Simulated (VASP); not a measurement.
# Hf (P-1) in VASP: further runs

Hf is run at these levels: PBE, LDA, r2SCAN; tasks: single point.

Everything below comes from runs of VASP 6.6.1. Logs are shortened: lines on timing, memory, paths and dates and some standing lists are left out, and cuts for length are marked.

## 1. The cell of the first run

The typed cell holds 2 atoms: a = 3.197 Å, b = 3.197 Å, c = 5.058 Å, α = 90.00°, β = 90.00°, γ = 120.00°.

## 2. Single point, PBE

Input file INCAR:

```
SYSTEM = Hf
PREC = Accurate
ENCUT = 520
EDIFF = 1E-7
ISMEAR = 0
SIGMA = 0.05
LREAL = .False.
LASPH = .True.
NELM = 100
ALGO = Normal
ISIF = 2
LWAVE = .False.
LCHARG = .False.
GGA = PE
NBANDS = 17
```

Input file KPOINTS:

```
Automatic mesh
0
Gamma
  7 7 4
  0 0 0
```

Input file POSCAR:

```
Hf
1.0
    3.1967000000      0.0000000000      0.0000000000
   -1.5983500000      2.7684234083      0.0000000000
    0.0000000000      0.0000000000      5.0578000000
Hf
2
Direct
    0.6707990000      0.3463000000      0.7545060000
    0.3256540000      0.6728700000      0.2466750000
```

Potentials or basis: VASP PAW PBE potentials, release 64 (Hf_pv).

Run with:

```sh
$ cat potpaw_PBE.64/Hf_pv/POTCAR > POTCAR
$ mpirun -np 1 vasp_std > vasp.out
```

OUTCAR:

```text
SYSTEM = Hf
   PREC = Accurate
   ENCUT = 520
   EDIFF = 1E-7
   ISMEAR = 0
   LREAL = .False.
   LASPH = .True.
   NELM = 100
   ISIF = 2
   GGA = PE

 ion  position               nearest neighbor table
   1  0.671  0.346  0.755-   2 3.08   2 3.11   2 3.11   2 3.14   2 3.17   2 3.17
   2  0.326  0.673  0.247-   1 3.08   1 3.11   1 3.11   1 3.14   1 3.17   1 3.17

  LATTYP: Found a hexagonal cell.
 ALAT       =     3.1967000000
 C/A-ratio  =     1.5821941377

  Lattice vectors:

 A1 = (   3.1967000000,   0.0000000000,   0.0000000000)
 A2 = (  -1.5983500000,   2.7684234083,   0.0000000000)
 A3 = (   0.0000000000,   0.0000000000,   5.0578000000)

Analysis of symmetry for initial positions (statically):
=====================================================================
 Subroutine PRICEL returns:
 Original cell was already a primitive cell.

 Routine SETGRP: Setting up the symmetry group for a
 hexagonal supercell.

 Subroutine GETGRP returns: Found  2 space group operations
 (whereof  1 operations were pure point group operations)
 out of a pool of 24 trial point group operations.

The static configuration has the point symmetry C_1 .
 The point group associated with its full space group is S_2 .

Analysis of symmetry for dynamics (positions and initial velocities):
=====================================================================
 Subroutine PRICEL returns:
 Original cell was already a primitive cell.

 Routine SETGRP: Setting up the symmetry group for a
 hexagonal supercell.

 Subroutine GETGRP returns: Found  2 space group operations
 (whereof  1 operations were pure point group operations)
 out of a pool of 24 trial point group operations.

The dynamic configuration has the point symmetry C_1 .
 The point group associated with its full space group is S_2 .

 Subroutine INISYM returns: Found  2 space group operations
 (whereof  1 operations are pure point group operations),
 and found     1 'primitive' translations

----------------------------------------------------------------------------------------

                                     Primitive cell

  volume of cell :      44.7606

  direct lattice vectors                    reciprocal lattice vectors
     3.196700000  0.000000000  0.000000000     0.312822598  0.180608211  0.000000000
    -1.598350000  2.768423408  0.000000000     0.000000000  0.361216423  0.000000000
     0.000000000  0.000000000  5.057800000     0.000000000  0.000000000  0.197714421

[... 76 lines left out ...]
   ICHARG =      2    charge: 1-file 2-atom 10-const
   ISPIN  =      1    spin polarized calculation?
   LNONCOLLINEAR =      F non collinear calculations
   LSORBIT =      F    spin-orbit coupling
   LASPH  =      T    aspherical Exc in radial PAW
   ENCUT  =  520.0 eV  38.22 Ry    6.18 a.u.   5.94  5.94  9.40*2*pi/ulx,y,z
   NELM   =    100;   NELMIN=  2; NELMDL= -5     # of ELM steps
   EDIFF  = 0.1E-06   stopping-criterion for ELM
   LREAL  =      F    real-space projection
   EDIFFG = 0.1E-05   stopping-criterion for IOM
   NSW    =      0    number of steps for IOM
   IBRION =     -1    ionic relax: 0-MD 1-quasi-New 2-CG
   NFREE  =      0    steps in history (QN), initial steepest desc. (CG)
   ISIF   =      2    stress and relaxation
   ISYM   =      2    0-nonsym 1-usesym 2-fastsym
   POTIM  = 0.5000    time-step for ionic-motion
   TEBEG  =    0.0;   TEEND  =   0.0 temperature during run
   PSTRESS=    0.0 pullay stress
   NELECT =      20.0000    total number of electrons
   NUPDOWN=      -1.0000    fix difference up-down
   EMIN   =  10.00;   EMAX   =-10.00  energy-range for DOS
   EFERMI =   0.00;   METHOD = LEGACY
   ISMEAR =     0;   SIGMA  =   0.05  broadening in eV -4-tet -1-fermi 0-gaus
   EFERMI_NEDOS =   21; number of points for ismear=-14 and -15
   IALGO  =     38    algorithm
   IMIX   =      4    mixing-type and parameters
     AMIX     =   0.40;   BMIX     =  1.00
     AMIX_MAG =   1.60;   BMIX_MAG =  1.00
  volume/ion in A,a.u.               =      22.38       151.03
  Fermi-wavevector in a.u.,A,eV,Ry     =   1.251563  2.365112 21.312311  1.566411
  Thomas-Fermi vector in A             =   2.385505
   LORBIT       =      0    0 simple, 1 ext, 2 COOP (PROOUT), +10 PAW based schemes
   GGA     = PE    functional components
   LHFCALC =     F    Hartree Fock is set to
   AEXX    =    0.0000 exact exchange contribution
   IVDW    =     0    specifies the selected vdW correction
   LEPSILON=     F    determine dielectric tensor
   LRPA    =     F    only Hartree local field effects (RPA)
 non-spin polarized calculation
 Gauss-broadening in eV      SIGMA  =   0.05
  energy-cutoff  :      520.00
  volume of cell :       44.76
 maximum number of plane-waves:      1222
   NGX = 11   NGY = 11   NGZ = 19

 number of electron      19.9999999 magnetization

 Free energy of the ion-electron system (eV)
  ---------------------------------------------------
  ext. energy  EPLUGINS =         0.00000000
  ---------------------------------------------------
  free energy    TOTEN  =       -19.84793236 eV

  energy without entropy =      -19.84727982  energy(sigma->0) =      -19.84760609

 E-fermi :   5.0001     XC(G=0): -11.2809

 val. band max:        4.9818083539   @ k =   0.0000   0.0000   0.2500
 cond. band min:       5.0744532320   @ k =   0.2857   0.1429   0.5000
 fundamental gap:      0.0926448782
 Fermi energy:         5.0000533711

 k-point     1 :       0.0000    0.0000    0.0000
  band No.  band energies     occupation
      1     -26.1530      2.00000
      2     -25.4302      2.00000
      3     -25.4210      2.00000
      4     -25.3019      2.00000
      5     -25.2927      2.00000
      6     -25.2842      2.00000
[... 457 lines left out ...]
      4     -25.6885      2.00000
      5     -25.5690      2.00000
      6     -25.5426      2.00000
[... 9 lines left out ...]
     16      10.7436      0.00000
     17      11.3770      0.00000

 [... further k-points ...]
[... 5 lines left out ...]
  --------------------------------------------------------------------------------------
  -------------------------------------------------------------------------------------
  Total        0.0703063     -0.0656362      0.4978292      0.0954568      0.0112789      0.0169552
  in kB        2.5165699     -2.3494062     17.8194764      3.4168130      0.4037213      0.6069014
  external PRESSURE =       5.9955467 kB  Pullay stress =       0.0000000 kB

 VOLUME and BASIS-vectors are now :
 -----------------------------------------------------------------------------
  energy-cutoff  :      520.00
  volume of cell :       44.76
      direct lattice vectors                 reciprocal lattice vectors
     3.196700000  0.000000000  0.000000000     0.312822598  0.180608211  0.000000000
    -1.598350000  2.768423408  0.000000000     0.000000000  0.361216423  0.000000000
     0.000000000  0.000000000  5.057800000     0.000000000  0.000000000  0.197714421

 POSITION                                       TOTAL-FORCE (eV/Angst)
 -----------------------------------------------------------------------------------
      1.59083      0.95871      3.81614        -0.050221     -0.033745     -0.122349
     -0.03446      1.86279      1.24763         0.050221      0.033745      0.122349
 -----------------------------------------------------------------------------------
    total drift:                               -0.000001     -0.000001      0.000001

  FREE ENERGIE OF THE ION-ELECTRON SYSTEM (eV)
  ---------------------------------------------------
  free  energy   TOTEN  =       -19.8479323645 eV

  energy  without entropy=      -19.8472798199  energy(sigma->0) =      -19.84760609
```

It took 39 s on 1 thread of Intel Xeon Platinum 8488C (Sapphire Rapids), shared host; peak memory 0.2 GiB.

What came out:

```
Free energy            : -19.8479 eV
Pressure               : 0.6 GPa
Largest force          : 0.136 eV/Å
Band gap on the k mesh : zero (band 10 reaches 6.07 eV, above the bottom of band 11 at 4.64 eV)
```

Forces on the atoms (eV/Å):
```
Hf  -0.050 -0.034 -0.122
Hf   0.050  0.034  0.122
```

Caveat: spin-orbit coupling is left out, which moves the levels of the heavy elements.

(Part 1 of 2 ends here.)
